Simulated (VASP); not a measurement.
# SnTe (Fm-3m) in VASP: a series of runs, part 2 of 2

VASP 6.6.1. Earlier steps stand in the parts before.

### Step 4. Elastic constants, LDA

Input file INCAR:

```
SYSTEM = SnTe
ALGO     = Normal         ! electronic algorithm
EDIFF    = 1E-8           ! SCF threshold, eV
ENCUT    = 600            ! plane-wave cutoff, eV
IBRION   = 6              ! ionic algorithm
ISIF     = 3              ! what is computed and relaxed
ISMEAR   = -1             ! smearing method
LASPH    = .TRUE.         ! aspherical terms in the spheres
LCHARG   = .FALSE.        ! write CHGCAR
LREAL    = .FALSE.        ! projectors in reciprocal space
LWAVE    = .FALSE.        ! write WAVECAR
NBANDS   = 17             ! bands
NELM     = 60             ! most SCF steps
NFREE    = 2            
NSW      = 1              ! ionic steps
POTIM    = 0.015          ! step
PREC     = Accurate       ! precision mode
SIGMA    = 0.05           ! smearing width, eV
```

Input file KPOINTS:

```
k-points
0
G
  5 5 5
  0 0 0
```

Input file POSCAR:

```
SnTe
1.0
    0.0000000000      3.1508500000      3.1508500000
    3.1508500000      0.0000000000      3.1508500000
    3.1508500000      3.1508500000      0.0000000000
Te Sn
1 1
Direct
    0.5000000000      0.5000000000      0.5000000000
    0.0000000000      0.0000000000      0.0000000000
```

Potentials or basis: VASP PAW LDA potentials, release 64 (Te, Sn_d).

Launch:

```console
$ cat potpaw_LDA.64/Te/POTCAR potpaw_LDA.64/Sn_d/POTCAR > POTCAR
$ mpirun -np 1 vasp_std > vasp.out
```

OUTCAR:

```text
SYSTEM = SnTe
   EDIFF = 1E-8
   ENCUT = 600
   IBRION = 6
   ISIF = 3
   ISMEAR = -1
   LASPH = .TRUE.
   LREAL = .FALSE.
   NELM = 60
   NFREE = 2
   NSW = 1
   POTIM = 0.015
   PREC = Accurate

 ion  position               nearest neighbor table
[... 792 lines left out ...]
   1 f  =    0.001454 THz     0.009135 2PiTHz    0.048494 cm-1     0.006012 meV
             X         Y         Z           dx          dy          dz
      3.150850  3.150850  3.150850     0.020457    0.118424    0.708936
      0.000000  0.000000  0.000000     0.019772    0.114457    0.685183
[... 21 lines left out ...]
   6 f/i=    1.433038 THz     9.004044 2PiTHz   47.801006 cm-1     5.926567 meV
             X         Y         Z           dx          dy          dz
      3.150850  3.150850  3.150850    -0.638154   -0.152954   -0.228762
      0.000000  0.000000  0.000000     0.660276    0.158256    0.236692

--------------------------------------------------------------------------------------------------------

 ELASTIC MODULI CONTR FROM IONIC RELAXATION (kBar)
 Direction    XX          YY          ZZ          XY          YZ          ZX
 --------------------------------------------------------------------------------
 XX           0.0000      0.0000      0.0000      0.0000      0.0000      0.0000
 YY           0.0000      0.0000      0.0000      0.0000      0.0000      0.0000
 ZZ           0.0000      0.0000      0.0000      0.0000      0.0000      0.0000
 XY           0.0000      0.0000      0.0000      0.0000      0.0000      0.0000
 YZ           0.0000      0.0000      0.0000      0.0000      0.0000      0.0000
 ZX           0.0000      0.0000      0.0000      0.0000      0.0000      0.0000
 --------------------------------------------------------------------------------

 TOTAL ELASTIC MODULI (kBar)
 Direction    XX          YY          ZZ          XY          YZ          ZX
 --------------------------------------------------------------------------------
 XX        1302.1360     19.4892     19.4892     -0.0000      0.0000     -0.0000
 YY          19.4892   1302.1360     19.4892      0.0000     -0.0000      0.0000
 ZZ          19.4892     19.4892   1302.1360      0.0000      0.0000     -0.0000
 XY          -0.0000      0.0000      0.0000    177.2777     -0.0000      0.0000
 YZ           0.0000     -0.0000      0.0000     -0.0000    177.2777     -0.0000
 ZX          -0.0000      0.0000     -0.0000      0.0000     -0.0000    177.2777
 --------------------------------------------------------------------------------
```

OSZICAR:

```text
N       E                     dE             d eps       ncg     rms          rms(c)
DAV:   1     0.131062082043E+03    0.13106E+03   -0.10046E+04   340   0.145E+03
DAV:   2     0.364873564814E+01   -0.12741E+03   -0.12392E+03   349   0.360E+02
DAV:   3    -0.850763419353E+01   -0.12156E+02   -0.11865E+02   421   0.953E+01
[... 189 lines left out ...]
DAV:   3    -0.883076661398E+01   -0.36817E-04   -0.67125E-04   798   0.220E-01    0.639E-02
DAV:   4    -0.883076681330E+01   -0.19933E-06   -0.50883E-05   935   0.679E-02    0.254E-02
DAV:   5    -0.883076724303E+01   -0.42973E-06   -0.20034E-06   753   0.934E-03    0.371E-03
DAV:   6    -0.883076725679E+01   -0.13757E-07   -0.89432E-08   735   0.219E-03    0.146E-03
DAV:   7    -0.883076725512E+01    0.16689E-08   -0.15003E-08   432   0.118E-03
  17 F= -.88307673E+01 E0= -.88307430E+01  d E =-.484109E-04
```

stdout:

```text
POSCAR found type information on POSCAR TeSn
 POSCAR found :  2 types and       2 ions
 scaLAPACK will be used
 LDA part: xc-table for (Slater(with rela. corr.)+CA(PZ))
 , standard interpolation
 POSCAR, INCAR and KPOINTS ok, starting setup
 FFT: planning ... GRIDC
 FFT: planning ... GRID_SOFT
 FFT: planning ... GRID
 WAVECAR not read
 entering main loop
 Found     2 degrees of freedom:
 Adding 6 more for cell shape distortion
 Finite differences POTIM= 0.01500 DOF=   8
 bond charge predicted
 Finite differences progress:
 bond charge predicted
 Finite differences progress:
 bond charge predicted
 Finite differences progress:
 bond charge predicted
 Finite differences progress:
 bond charge predicted
 Finite differences progress:
 bond charge predicted
 Finite differences progress:
 bond charge predicted
 Finite differences progress:
 bond charge predicted
 Finite differences progress:
 bond charge predicted
 Finite differences progress:
 bond charge predicted
 Finite differences progress:
 bond charge predicted
 Finite differences progress:
 bond charge predicted
 Finite differences progress:
 bond charge predicted
 Finite differences progress:
 bond charge predicted
 Finite differences progress:
 bond charge predicted
 Finite differences progress:
 bond charge predicted
 Finite differences progress:
```

Run time: 4.8 min. Hardware: 1 thread of Intel Xeon 6975P-C, shared host; peak memory 0.23 GiB.

What came out:

| Item | Value |
| --- | --- |
| Elastic constants C11, C12, C44 | 130, 2, 18 GPa |
| Voigt bulk modulus | 45 GPa |
| Highest phonon frequency at Γ, LO-TO splitting left out | 0 cm⁻¹ |
| Most unstable mode | 48i cm⁻¹ |

Phonon frequencies in cm⁻¹ (negative: imaginary):
```
              q point        frequencies
(0.000, 0.000, 0.000)  -48 -48 -48 0 0 0
```

Elastic tensor in Voigt notation (GPa, in the Cartesian axes of the cell as first typed):
```
130   2   2   0   0   0
  2 130   2   0   0   0
  2   2 130   0   0   0
  0   0   0  18   0   0
  0   0   0   0  18   0
  0   0   0   0   0  18
```

Clamped-ion elastic tensor (GPa):
```
130   2   2   0   0   0
  2 130   2   0   0   0
  2   2 130   0   0   0
  0   0   0  18   0   0
  0   0   0   0  18   0
  0   0   0   0   0  18
```

Caveat: the cell is under stress, which shifts elastic constants; some modes are imaginary.
